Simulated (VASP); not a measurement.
# ZrS2 (P-3m1) in VASP: single point with HSE06

Aim: the single point of ZrS2 with HSE06.

Everything below comes from runs of VASP 6.6.1. Logs are shortened: lines on timing, memory, paths and dates and some standing lists are left out, and cuts for length are marked.

## (1) The cell of the first run

It takes space group P-3m1 (No. 164, trigonal). The conventional cell has a = 3.748 Å, b = 3.748 Å, c = 5.974 Å, α = 90.00°, β = 90.00°, γ = 120.00°. Zr (site symmetry -3m) has 6 S at 2.58 Å within 3.4 Å. S (site symmetry 3m) has 3 Zr at 2.58 Å within 3.4 Å.

## (2) Single point, HSE06 (strain +2.0%)

POSCAR reads:

```
ZrS2
1.0
    3.7478870667      0.0000000000      0.0000000000
   -1.8739435333      3.2457654103      0.0000000000
    0.0000000000      0.0000000000      5.9739933996
Zr S
1 2
Direct
    0.0000000000      0.0000000000      0.0000000000
    0.3333333333      0.6666666667      0.2363139764
    0.6666666667      0.3333333333      0.7636860236
```

INCAR.step1 reads:

```
SYSTEM = ZrS2
PREC = Accurate
ENCUT = 400
EDIFF = 1E-5
ISMEAR = 0
SIGMA = 0.01
LREAL = .FALSE.
LASPH = .TRUE.
NELM = 120
ALGO = Normal
ISIF = 2
LWAVE = .TRUE.
NBANDS = 19
GGA = PE
GGA_COMPAT = .FALSE.
```

INCAR.step2 reads:

```
SYSTEM = ZrS2
PREC = Accurate
ENCUT = 400
EDIFF = 1E-6
ISMEAR = 0
SIGMA = 0.01
LREAL = .FALSE.
LASPH = .TRUE.
NELM = 120
ALGO = Normal
ISIF = 2
LWAVE = .FALSE.
LCHARG = .TRUE.
GGA = PE
LHFCALC = .TRUE.
HFSCREEN = 0.2079
PRECFOCK = Normal
LELF = .TRUE.
LVHAR = .TRUE.
NBANDS = 19
ISTART = 1
GGA_COMPAT = .FALSE.
```

KPOINTS reads:

```
Automatic mesh
0
G
  6 6 4
  0 0 0
```

Potentials or basis: VASP PAW PBE potentials, release 64 (Zr_sv, S).

Started as:

```sh
$ cat potpaw_PBE.64/Zr_sv/POTCAR potpaw_PBE.64/S/POTCAR > POTCAR
$ cp INCAR.step1 INCAR
$ mpirun -np 1 vasp_std > vasp.out
$ cp INCAR.step2 INCAR
$ mpirun -np 1 vasp_std > vasp.out
```

OUTCAR:

```text
SYSTEM = ZrS2
   PREC = Accurate
   ENCUT = 400
   EDIFF = 1E-6
   ISMEAR = 0
   LREAL = .FALSE.
   LASPH = .TRUE.
   NELM = 120
   ISIF = 2
   GGA = PE
   LHFCALC = .TRUE.
   HFSCREEN = 0.2079
   PRECFOCK = Normal
   ISTART = 1

 ion  position               nearest neighbor table
   1  0.000  0.000  0.000-   2 2.58   3 2.58   2 2.58   3 2.58   3 2.58   2 2.58
   2  0.333  0.667  0.236-   1 2.58   1 2.58   1 2.58
   3  0.667  0.333  0.764-   1 2.58   1 2.58   1 2.58

  LATTYP: Found a hexagonal cell.
 ALAT       =     3.7478870667
 C/A-ratio  =     1.5939630232

  Lattice vectors:

 A1 = (   3.7478870667,   0.0000000000,   0.0000000000)
 A2 = (  -1.8739435333,   3.2457654103,   0.0000000000)
 A3 = (   0.0000000000,   0.0000000000,   5.9739933996)

Analysis of symmetry for initial positions (statically):
=====================================================================
 Subroutine PRICEL returns:
 Original cell was already a primitive cell.

 Routine SETGRP: Setting up the symmetry group for a
 hexagonal supercell.

 Subroutine GETGRP returns: Found 12 space group operations
 (whereof 12 operations were pure point group operations)
 out of a pool of 24 trial point group operations.

The static configuration has the point symmetry D_3d.

Analysis of symmetry for dynamics (positions and initial velocities):
=====================================================================
 Subroutine PRICEL returns:
 Original cell was already a primitive cell.

 Routine SETGRP: Setting up the symmetry group for a
 hexagonal supercell.

 Subroutine GETGRP returns: Found 12 space group operations
 (whereof 12 operations were pure point group operations)
 out of a pool of 24 trial point group operations.

The dynamic configuration has the point symmetry D_3d.

 Subroutine INISYM returns: Found 12 space group operations
 (whereof 12 operations are pure point group operations),
 and found     1 'primitive' translations

----------------------------------------------------------------------------------------

                                     Primitive cell

  volume of cell :      72.6722

  direct lattice vectors                    reciprocal lattice vectors
     3.747887067  0.000000000  0.000000000     0.266817004  0.154046869  0.000000000
    -1.873943533  3.245765410  0.000000000     0.000000000  0.308093739  0.000000000
     0.000000000  0.000000000  5.973993400     0.000000000  0.000000000  0.167392217

  length of vectors
     3.747887067  3.747887067  5.973993400     0.308093739  0.308093739  0.167392217

  position of ions in fractional coordinates (direct lattice)
     0.000000000  0.000000000  0.000000000
     0.333333333  0.666666667  0.236313976
     0.666666667  0.333333333  0.763686024

  ion indices of the primitive-cell ions
   primitive index   ion index
                 1           1
                 2           2
                 3           3

----------------------------------------------------------------------------------------

 KPOINTS: Automatic mesh

Automatic generation of k-mesh.
 Grid dimensions read from file:
 generate k-points for:    6    6    4

 Generating k-lattice:

  Cartesian coordinates                     Fractional coordinates (reciprocal lattice)
     0.044469501  0.025674478  0.000000000     0.166666667 -0.000000000  0.000000000
     0.000000000  0.051348956  0.000000000     0.000000000  0.166666667  0.000000000
     0.000000000  0.000000000  0.041848054     0.000000000  0.000000000  0.250000000

  Length of vectors
     0.051348956  0.051348956  0.041848054

  Shift w.r.t. Gamma in fractional coordinates (k-lattice)
     0.000000000  0.000000000  0.000000000

 Subroutine IBZKPT returns following result:
 ===========================================

 Found     24 irreducible k-points:

 Following reciprocal coordinates:
            Coordinates               Weight
  0.000000  0.000000  0.000000      1.000000
  0.166667  0.000000  0.000000      6.000000
  0.333333  0.000000  0.000000      6.000000
  0.500000  0.000000  0.000000      3.000000
  0.166667  0.166667  0.000000      6.000000
  0.333333  0.166667  0.000000     12.000000
[... 16 lines left out ...]
  0.333333  0.166667  0.500000     12.000000
  0.333333  0.333333  0.500000      2.000000
   k-points           NKPTS =     24   k-points in BZ     NKDIM =    144   number of bands    NBANDS=     19
   number of dos      NEDOS =    301   number of ions     NIONS =      3
   total plane-waves  NPLWV =  23040
   dimension x,y,z NGX =    24 NGY =   24 NGZ =   40
   dimension x,y,z NGXF=    48 NGYF=   48 NGZF=   80
   ions per type =               1   2
   NGX,Y,Z   is equivalent  to a cutoff of  10.65, 10.65, 11.13 a.u.
   NGXF,Y,Z  is equivalent  to a cutoff of  21.29, 21.29, 22.26 a.u.
 SYSTEM =  ZrS2
   PREC   = accura    normal or accurate (medium, high low for compatibility)
   ISTART =      1    job   : 0-new  1-cont  2-samecut
   ICHARG =      0    charge: 1-file 2-atom 10-const
   ISPIN  =      1    spin polarized calculation?
   LNONCOLLINEAR =      F non collinear calculations
   LSORBIT =      F    spin-orbit coupling
   LASPH  =      T    aspherical Exc in radial PAW
   ENCUT  =  400.0 eV  29.40 Ry    5.42 a.u.   6.11  6.11  9.74*2*pi/ulx,y,z
   NELM   =    120;   NELMIN=  2; NELMDL=  0     # of ELM steps
   EDIFF  = 0.1E-05   stopping-criterion for ELM
   LREAL  =      F    real-space projection
   EDIFFG = 0.1E-04   stopping-criterion for IOM
   NSW    =      0    number of steps for IOM
   IBRION =     -1    ionic relax: 0-MD 1-quasi-New 2-CG
   NFREE  =      0    steps in history (QN), initial steepest desc. (CG)
   ISIF   =      2    stress and relaxation
   ISYM   =      3    0-nonsym 1-usesym 2-fastsym
   POTIM  = 0.5000    time-step for ionic-motion
   TEBEG  =    0.0;   TEEND  =   0.0 temperature during run
   PSTRESS=    0.0 pullay stress
   NELECT =      24.0000    total number of electrons
   NUPDOWN=      -1.0000    fix difference up-down
   EMIN   =  10.00;   EMAX   =-10.00  energy-range for DOS
   EFERMI =   0.00;   METHOD = LEGACY
   ISMEAR =     0;   SIGMA  =   0.01  broadening in eV -4-tet -1-fermi 0-gaus
   EFERMI_NEDOS =   21; number of points for ismear=-14 and -15
   IALGO  =     38    algorithm
   IMIX   =      1    mixing-type and parameters
     AMIX     =   0.40;   BMIX     =  1.00
     AMIX_MAG =   1.60;   BMIX_MAG =  1.00
  volume/ion in A,a.u.               =      24.22       163.47
  Fermi-wavevector in a.u.,A,eV,Ry     =   1.131590  2.138395 17.422207  1.280496
  Thomas-Fermi vector in A             =   2.268289
   LORBIT       =      0    0 simple, 1 ext, 2 COOP (PROOUT), +10 PAW based schemes
   GGA     = PE    functional components
   LHFCALC =     T    Hartree Fock is set to
   PRECFOCK=normal    Normal, Fast or Accurate (Low or Medium for compatibility)
   ENCUT4O =  -1.0   cutoff for four orbital integrals eV
   NKREDX  =     1    reduce k-point grid by
   NKREDY  =     1    reduce k-point grid by
   NKREDZ  =     1    reduce k-point grid by
   AEXX    =    0.2500 exact exchange contribution
   HFSCREEN=    0.2079 screening length (either q_TF or 0.3 A-1)
   HFSCREENC=   0.2079 screening length for correlation (either q_TF or 0.3 A-1)
   ENCUTFOCK=  -1.0 apply spherical cutoff to Coloumb kernel
   IVDW    =     0    specifies the selected vdW correction
   LEPSILON=     F    determine dielectric tensor
   LRPA    =     F    only Hartree local field effects (RPA)
 non-spin polarized calculation
 Gauss-broadening in eV      SIGMA  =   0.01
  energy-cutoff  :      400.00
  volume of cell :       72.67
 maximum number of plane-waves:      1341
  NGX = 20; NGY = 20; NGZ = 30

 number of electron      23.9999993 magnetization

 Free energy of the ion-electron system (eV)
  ---------------------------------------------------
  ext. energy  EPLUGINS =         0.00000000
  ---------------------------------------------------
  free energy    TOTEN  =       -25.40924981 eV

  energy without entropy =      -25.40924981  energy(sigma->0) =      -25.40924981

 E-fermi :   3.5248     XC(G=0):  -7.6901

 val. band max:        3.4605017415   @ k =   0.0000   0.0000   0.0000
 cond. band min:       5.3831138899   @ k =   0.5000   0.0000   0.5000
 fundamental gap:      1.9226121484
 Fermi energy:         3.5247633464

 k-point     1 :       0.0000    0.0000    0.0000
  band No.  band energies     occupation
      1     -49.0822      2.00000
      2     -25.7320      2.00000
      3     -25.5686      2.00000
      4     -25.5686      2.00000
      5     -10.4265      2.00000
      6      -8.8590      2.00000
[... 11 lines left out ...]
     18      10.0806      0.00000
     19      10.1277      0.00000

 k-point     2 :       0.1667    0.0000    0.0000
  band No.  band energies     occupation
      1     -49.0780      2.00000
      2     -25.7190      2.00000
      3     -25.6337      2.00000
      4     -25.5828      2.00000
      5     -10.1434      2.00000
      6      -8.9407      2.00000
[... 11 lines left out ...]
     18      11.1122      0.00000
     19      11.8053      0.00000

 k-point     3 :       0.3333    0.0000    0.0000
  band No.  band energies     occupation
      1     -49.0697      2.00000
      2     -25.7619      2.00000
      3     -25.6919      2.00000
      4     -25.6108      2.00000
      5      -9.5586      2.00000
      6      -9.0567      2.00000
[... 11 lines left out ...]
     18      11.7820      0.00000
     19      12.7848      0.00000

 k-point     4 :       0.5000    0.0000    0.0000
  band No.  band energies     occupation
      1     -49.0655      2.00000
      2     -25.8242      2.00000
      3     -25.6789      2.00000
      4     -25.6248      2.00000
      5      -9.3829      2.00000
      6      -8.9492      2.00000
[... 11 lines left out ...]
     18      11.1137      0.00000
     19      12.4758      0.00000

 k-point     5 :       0.1667    0.1667    0.0000
  band No.  band energies     occupation
      1     -49.0718      2.00000
      2     -25.7173      2.00000
      3     -25.6995      2.00000
      4     -25.6163      2.00000
      5      -9.6894      2.00000
      6      -9.0539      2.00000
[... 11 lines left out ...]
     18      12.5959      0.00000
     19      13.2242      0.00000

 k-point     6 :       0.3333    0.1667    0.0000
  band No.  band energies     occupation
      1     -49.0655      2.00000
      2     -25.7908      2.00000
      3     -25.6798      2.00000
      4     -25.6585      2.00000
      5      -9.2819      2.00000
      6      -9.0560      2.00000
[... 11 lines left out ...]
     18      12.3572      0.00000
     19      12.8595      0.00000

 k-point     7 :       0.3333    0.3333    0.0000
  band No.  band energies     occupation
      1     -49.0634      2.00000
      2     -25.7445      2.00000
      3     -25.7445      2.00000
      4     -25.6732      2.00000
      5      -9.0945      2.00000
      6      -9.0945      2.00000
[... 11 lines left out ...]
     18      12.4410      0.00000
     19      14.2298      0.00000

 k-point     8 :       0.0000    0.0000    0.2500
  band No.  band energies     occupation
      1     -49.0822      2.00000
      2     -25.7320      2.00000
      3     -25.5686      2.00000
      4     -25.5686      2.00000
      5     -10.3350      2.00000
      6      -9.0074      2.00000
[... 256 lines left out ...]
 k-point    20 :       0.3333    0.0000    0.5000
  band No.  band energies     occupation
      1     -49.0697      2.00000
      2     -25.7618      2.00000
      3     -25.6920      2.00000
      4     -25.6109      2.00000
      5      -9.4838      2.00000
      6      -9.1336      2.00000
[... 11 lines left out ...]
     18      11.1316      0.00000
     19      12.2566      0.00000

 k-point    21 :       0.5000    0.0000    0.5000
  band No.  band energies     occupation
      1     -49.0655      2.00000
      2     -25.8241      2.00000
      3     -25.6789      2.00000
      4     -25.6249      2.00000
      5      -9.4533      2.00000
      6      -8.8577      2.00000
[... 11 lines left out ...]
     18      10.6897      0.00000
     19      11.7163      0.00000

 k-point    22 :       0.1667    0.1667    0.5000
  band No.  band energies     occupation
      1     -49.0718      2.00000
      2     -25.7172      2.00000
      3     -25.6997      2.00000
      4     -25.6163      2.00000
      5      -9.5211      2.00000
      6      -9.2418      2.00000
[... 11 lines left out ...]
     18      12.8742      0.00000
     19      13.0466      0.00000

 k-point    23 :       0.3333    0.1667    0.5000
  band No.  band energies     occupation
      1     -49.0655      2.00000
      2     -25.7907      2.00000
      3     -25.6799      2.00000
      4     -25.6586      2.00000
      5      -9.3205      2.00000
      6      -9.0099      2.00000
[... 11 lines left out ...]
     18      11.5711      0.00000
     19      12.3896      0.00000

 k-point    24 :       0.3333    0.3333    0.5000
  band No.  band energies     occupation
      1     -49.0635      2.00000
      2     -25.7443      2.00000
      3     -25.7443      2.00000
      4     -25.6733      2.00000
      5      -9.0963      2.00000
      6      -9.0963      2.00000
[... 11 lines left out ...]
     18      12.5911      0.00000
     19      13.0647      0.00000

------------------------ aborting loop because EDIFF is reached ----------------------------------------

  FORCE on cell =-STRESS in cart. coord.  units (eV):
  Direction    XX          YY          ZZ          XY          YZ          ZX
  --------------------------------------------------------------------------------------
  -------------------------------------------------------------------------------------
  Total       -1.5586489     -1.5586489     -0.1198047     -0.0000000      0.0000000     -0.0000000
  in kB      -34.3629559    -34.3629559     -2.6412905     -0.0000000      0.0000000     -0.0000000
  external PRESSURE =     -23.7890674 kB  Pullay stress =       0.0000000 kB

 VOLUME and BASIS-vectors are now :
 -----------------------------------------------------------------------------
  energy-cutoff  :      400.00
  volume of cell :       72.67
      direct lattice vectors                 reciprocal lattice vectors
     3.747887067  0.000000000  0.000000000     0.266817004  0.154046869  0.000000000
    -1.873943533  3.245765410  0.000000000     0.000000000  0.308093739  0.000000000
     0.000000000  0.000000000  5.973993400     0.000000000  0.000000000  0.167392217

 POSITION                                       TOTAL-FORCE (eV/Angst)
 -----------------------------------------------------------------------------------
      0.00000      0.00000      0.00000         0.000000      0.000000      0.000000
     -0.00000      2.16384      1.41174         0.000000     -0.000000     -0.180674
      1.87394      1.08192      4.56226        -0.000000      0.000000      0.180674
 -----------------------------------------------------------------------------------
    total drift:                               -0.000000     -0.000000     -0.000001

  FREE ENERGIE OF THE ION-ELECTRON SYSTEM (eV)
  ---------------------------------------------------
  free  energy   TOTEN  =       -25.4092498146 eV

  energy  without entropy=      -25.4092498146  energy(sigma->0) =      -25.40924981
```

It took 30 min on 1 thread of Intel Xeon 6975P-C (Granite Rapids), shared host; peak memory 0.28 GiB.

What came out:

```
Free energy            : -25.4092 eV
Pressure               : -2.4 GPa
Largest force          : 0.181 eV/Å
Band gap on the k mesh : 1.92 eV (least direct gap 2.40 eV)
```

Forces in eV/Å, atoms in the order of the input:
```
Zr   0.000  0.000  0.000
S    0.000  0.000 -0.181
S    0.000  0.000  0.181
```

Stress tensor (GPa, compression positive):
```
-3.44  0.00  0.00
 0.00 -3.44  0.00
 0.00  0.00 -0.26
```

Caveat: the cell differs from its parent crystal (strain +2.0%); the PAW data sets were made with another functional, which shifts forces and pressure a little; this functional lacks dispersion, which binds layers or chains, so the pressure and a relaxed spacing across them are unreliable.
